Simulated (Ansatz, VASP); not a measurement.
# BP: VASP beside Ansatz

Contents of POSCAR:

```
BP
1.0
    3.2088510000      0.0000000000      0.0000000000
    1.6044255000      2.7789464830      0.0000000000
    1.6044255000      0.9263154943      2.6200158702
B P
1 1
Direct
    0.0000000000      0.0000000000      0.0000000000
    0.2500000000      0.2500000000      0.2500000000
```

Contents of INCAR.step1:

```
PREC = Accurate
ENCUT = 600
ISMEAR = 0
SIGMA = 0.01
LREAL = F
LASPH = T
NELM = 100
GGA = PE
ALGO = Normal
EDIFF = 1E-4
LWAVE = T
LCHARG = F
```

File INCAR.step2:

```
PREC = Accurate
ENCUT = 600
EDIFF = 1E-6
ISMEAR = 0
SIGMA = 0.01
LREAL = F
LASPH = T
NELM = 100
ALGO = Normal
ISIF = 3
LWAVE = F
LCHARG = F
METAGGA = R2SCAN
LMIXTAU = T
IVDW = 13
VDW_S6 = 1.0
VDW_S8 = 0.6018749
VDW_A1 = 0.51559235
VDW_A2 = 5.77342911
IBRION = 2
NSW = 100
EDIFFG = -0.01
ISTART = 1
```

KPOINTS

```
Automatic mesh
0
Gamma
  8 8 8
```

Input for Ansatz:

```yaml
crystal:
  lattice:
    - [3.208851, 0.0, 0.0]
    - [1.6044255000000005, 2.7789464829590997, 0.0]
    - [1.6044255000000005, 0.9263154943197001, 2.6200158702065144]
  atoms:
    - { symbol: B, position: [0.0, 0.0, 0.0] }
    - { symbol: P, position: [0.25, 0.25, 0.25] }
basis:
  ecutwfc: 517.016338673772
kpoints:
  mp_grid:
    grid: [8, 8, 8]
hamiltonian:
  xc: r2scan
  dispersion: d4
scf:
  convergence:
    dr2_threshold: 1.0e-07
  occupations:
    method: fixed
relax:
  max_steps: 100
  cell: {}
```

Alike in both runs: task relaxation of cell and atoms; functional r2SCAN; dispersion D4; k mesh 8 × 8 × 8; no spin polarisation.

|  | VASP | Ansatz |
| --- | --- | --- |
| version | VASP 6.6.1 | Ansatz 0.2.0 |
| potentials or method | VASP PAW PBE potentials, release 64 (B, P), cutoff 600 eV | plane waves, PAW |
| occupations | gaussian, width 0.01 eV | fixed |
| valence electrons in the cell | 8 | 8 |

|  | VASP | Ansatz | Ansatz less VASP |
| --- | --- | --- | --- |
| relaxed volume (Å³/atom) | 11.51 | 11.55 | +0.034 |
| relaxed cell length with the largest relative difference (Å) | 3.193 | 3.197 | +0.0031 |

VASP's potentials were made for PBE, not for r2SCAN. Ansatz's warnings: stress scf threshold loose.
